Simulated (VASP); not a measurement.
A run of VASP 6.6.1:

Contents of INCAR:

```
ALGO = Normal
EDIFF = 1E-6
ENCUT = 520
GGA = PS
ISIF = 2
ISMEAR = -1
LASPH = True
LCHARG = True
LELF = True
LREAL = Auto
LVHAR = True
LWAVE = False
NBANDS = 52
NELECT = 74.0
NELM = 80
PREC = Accurate
SIGMA = 0.05
```

The input KPOINTS:

```
k-points
0
Gamma
  2 2 2
```

File POSCAR:

```
CuSi16
1.0
    0.0000000000      5.4300000000      5.4300000000
    5.4300000000      0.0000000000      5.4300000000
    5.4300000000      5.4300000000      0.0000000000
Si Cu
16 1
Direct
   -0.0029697974     -0.0036572744      0.0122692449
    0.1314504604      0.1307390424      0.1173206262
   -0.0032485267     -0.0039735727      0.4911476059
    0.1052508287      0.1055887661      0.6427467772
    0.0034864641      0.5046796501     -0.0054052486
    0.1295307551      0.6157585635      0.1306744015
    0.0063859116      0.4758396869      0.5074838858
    0.1295004604      0.6155755985      0.6214568140
    0.5054444751      0.0026991713     -0.0054109576
    0.6162383978      0.1287654696      0.1309267956
    0.4756026703      0.0060115101      0.5077732044
    0.6160931860      0.1287047882      0.6214515654
    0.5036796501      0.5028560773      0.0003588398
    0.6302455801      0.6294995396      0.1188866483
    0.5036111418      0.5027595764      0.4905829650
    0.6204414365      0.6202745856      0.6283169429
    0.8486099448      0.8489421731      0.3992813996
```

Potentials or basis: VASP PAW PBE potentials, release 64 (Si, Cu).

Launch:

```console
$ cat potpaw_PBE.64/Si/POTCAR potpaw_PBE.64/Cu/POTCAR > POTCAR
$ mpirun -np 1 vasp_std > vasp.out
```

Hardware: 1 thread of Intel(R) Xeon(R) Platinum 8488C (Sapphire Rapids), on a shared host.

Task: Estimate the wall time of this run.

Result: Run time: 5 min on 1 thread of Intel(R) Xeon(R) Platinum 8488C (Sapphire Rapids), on a shared host, peak memory 0.5 GiB. Counts: scf iterations 20, k points 8.
